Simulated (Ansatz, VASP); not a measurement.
# MgO2: VASP beside Ansatz

```xyz
6
Lattice="-2.2358 2.2358 2.5899 2.2358 -2.2358 2.5899 2.2358 2.2358 -2.5899" Properties=species:S:1:pos:R:3 pbc="T T T"
Mg    0.0000    0.0000    1.2950
Mg    0.0000    0.0000    3.8849
O     2.7505    0.5147    0.0000
O     1.7211    0.5147    2.5899
O    -0.5147    1.7211    2.5899
O     0.5147    1.7211    0.0000
```

Alike in both runs: task single point; functional r2SCAN; k mesh 6 × 6 × 6; occupations gaussian, width 0.1 eV; no spin polarisation.

```csv
,VASP,Ansatz
version,VASP 6.6.1,Ansatz 0.2.0
potentials or method,"VASP PAW PBE potentials, release 64 (Mg, O), cutoff 660 eV","scalar-relativistic, plane waves, PAW"
valence electrons in the cell,28,44
```

|  | VASP | Ansatz | Ansatz less VASP |
| --- | --- | --- | --- |
| gap on the k mesh at the Fermi level (eV) | 3.94 | 3.98 | +0.040 |
| least direct gap on the mesh (eV) | 4.73 | 4.77 | +0.042 |
| pressure (GPa) | -1.3 | -0.7 | +0.68 |
| traceless stress, the component that is largest in VASP (GPa) | 13.87 | 14.71 | +0.844 |
| rms of the force components (eV/Å) | 0.537 | 0.401 | -0.1368 |

VASP's potentials were made for PBE, not for r2SCAN. Atom by atom the forces differ by 0.137 eV/Å (rms over components). The functional is the same, so the differences come from potentials, cutoffs and numerics. VASP's potentials hold 28 valence electrons a cell and Ansatz's 44, so a difference there can come from the potentials and not from the codes.
